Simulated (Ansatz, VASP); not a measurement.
Al2Cu in VASP and in Ansatz

```xyz
3
Lattice="-2.0274 2.0274 2.7236 2.0274 -2.0274 2.7236 2.0274 2.0274 -2.7236" Properties=species:S:1:pos:R:3 pbc="T T T"
Al    0.0000    2.0274    1.3618
Al    2.0274    0.0000    1.3618
Cu    0.0000    0.0000    2.7236
```

Change from the starting cell: strain -0.0500 x Voigt [0, 0, 1, 0, 0, 0], atoms carried along.

Alike in both runs: task single point; functional r2SCAN; k mesh 16 × 16 × 16; occupations gaussian, width 0.15 eV; no spin polarisation.

```csv
,VASP,Ansatz
version,VASP 6.6.1,Ansatz 0.2.0
potentials or method,"VASP PAW PBE potentials, release 64 (Al, Cu), cutoff 520 eV","scalar-relativistic, plane waves, PAW"
valence electrons in the cell,17,25
```

Ansatz gave:

| Quantity | Value |
| --- | --- |
| gap on the k mesh at the Fermi level (eV) | none |
| pressure (GPa) | 6.3 |
| traceless stress, the component that is largest in VASP (GPa) | 4.74 |

Q: Which values does VASP return?

A: gap on the k mesh at the Fermi level (eV): none; pressure (GPa): 6.1; traceless stress, the component that is largest in VASP (GPa): 4.72.

VASP's potentials were made for PBE, not for r2SCAN. A gap of «none» marks a metal or a gap that the smearing closes. With one functional, cell and mesh, what is left measures potentials, basis and numerics. VASP's potentials hold 17 valence electrons a cell and Ansatz's 25, so a difference there can come from the potentials and not from the codes.
